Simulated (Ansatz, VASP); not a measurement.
## One calculation of TaN, two programs

The input INCAR:

```
SYSTEM = TaN
ALGO = Normal ; EDIFF = 1E-6
ENCUT = 600 ; GGA = PE
GGA_COMPAT = .False. ; ISIF = 2
ISMEAR = -1 ; LASPH = .True.
LCHARG = .False. ; LREAL = .False.
LWAVE = .False. ; NBANDS = 16
NELM = 120 ; PREC = Accurate
SIGMA = 0.05
```

File KPOINTS:

```
k-points
0
Gamma
  10 10 10
  0 0 0
```

POSCAR

```
TaN
1.0
    2.6953800863      0.0000000000      0.0000000000
    0.0000000000      2.6953800863      0.0000000000
    0.0000000000      0.0000000000      2.6953800863
Ta N
1 1
Direct
    0.0000000000      0.0000000000      0.0000000000
    0.5000000000      0.5000000000      0.5000000000
```

The input input.yaml:

```yaml
crystal:
  lattice:
    - [2.6953800863, 0.0, 0.0]
    - [0.0, 2.6953800863, 0.0]
    - [0.0, 0.0, 2.6953800863]
  atoms:
    - { symbol: Ta, position: [0.0, 0.0, 0.0] }
    - { symbol: "N", position: [0.5, 0.5, 0.5] }
hamiltonian:
  xc: pbe
  pseudopotentials: { kind: paw, azcp: { folder: soft_1 } }
kpoints:
  mp_grid: { grid: [10, 10, 10] }
scf:
  occupations: { method: fermi_dirac, width: 0.05 }
output:
  forces: true
  stress: true
  eigenvalues: true
  write_density: true
  write_potential: true
  elf: true
  volumetric_format: npy
```

Alike in both runs: task single point; functional PBE; k mesh 10 × 10 × 10; occupations fermi-dirac, width 0.05 eV; no spin polarisation.

```csv
,VASP,Ansatz
version,VASP 6.6.1,Ansatz 0.2.0
potentials or method,"VASP PAW PBE potentials, release 64 (Ta_sv_GW, N)",Ansatz PAW soft_1
plane-wave cutoff (eV),600,420
valence electrons in the cell,18,18
```

```tsv
	VASP	Ansatz	Ansatz less VASP
gap on the k mesh at the Fermi level (eV)	none	none	-
pressure (GPa)	21.1	21.0	-0.07
```

A gap of «none» marks a metal or a gap that the smearing closes. The functional is the same, so the differences come from potentials, cutoffs and numerics.

Spin-orbit coupling is off throughout.
